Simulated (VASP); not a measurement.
A run of VASP 6.6.1 is set up as follows.

INCAR

```
SYSTEM = Hf3N4
PREC = Accurate ; ENCUT = 520
EDIFF = 1E-7 ; ISMEAR = -1
SIGMA = 0.02 ; LREAL = .FALSE.
LASPH = .TRUE. ; NELM = 120
ALGO = Normal ; ISIF = 2
LWAVE = .FALSE. ; LCHARG = .FALSE.
GGA = PE ; IBRION = 2
NSW = 80 ; EDIFFG = -0.02
GGA_COMPAT = .FALSE. ; NELMIN = 4
KPAR = 4
```

KPOINTS

```
regular mesh
0
G
  6 6 6
  0 0 0
```

The input POSCAR:

```
Hf3N4
1.0
   -3.3505000000      3.3505000000      3.3169950000
    3.3505000000     -3.3505000000      3.3169950000
    3.3505000000      3.3505000000     -3.3169950000
Hf N
6 8
Direct
    0.2500000000      0.6250000000      0.3750000000
    0.3750000000      0.2500000000      0.6250000000
    0.7500000000      0.8750000000      0.1250000000
    0.1250000000      0.7500000000      0.8750000000
    0.6250000000      0.3750000000      0.2500000000
    0.8750000000      0.1250000000      0.7500000000
    0.1355620488      0.1355620488      0.1355620488
    0.8644379512      0.5000000000      0.0000000000
    0.5000000000      0.0000000000      0.3644379512
    0.0000000000      0.8644379512      0.5000000000
    0.3644379512      0.5000000000      0.0000000000
    0.6355620488      0.6355620488      0.6355620488
    0.0000000000      0.3644379512      0.5000000000
    0.5000000000      0.0000000000      0.8644379512
```

Potentials or basis: VASP PAW PBE potentials, release 64 (Hf_pv, N).

Launch:

```sh
$ cat potpaw_PBE.64/Hf_pv/POTCAR potpaw_PBE.64/N/POTCAR > POTCAR
$ mpirun -np 4 vasp_std > vasp.out
```

(1) Estimate the band gap on the k mesh.

(2) Predict the energy gained by relaxing.

Results:

(1) 0.98 eV.

(2) 0.2 meV/atom.

Caveat: the cell differs from its parent crystal (z stretched by -1 %); spin-orbit coupling is left out, which moves the levels of the heavy elements.
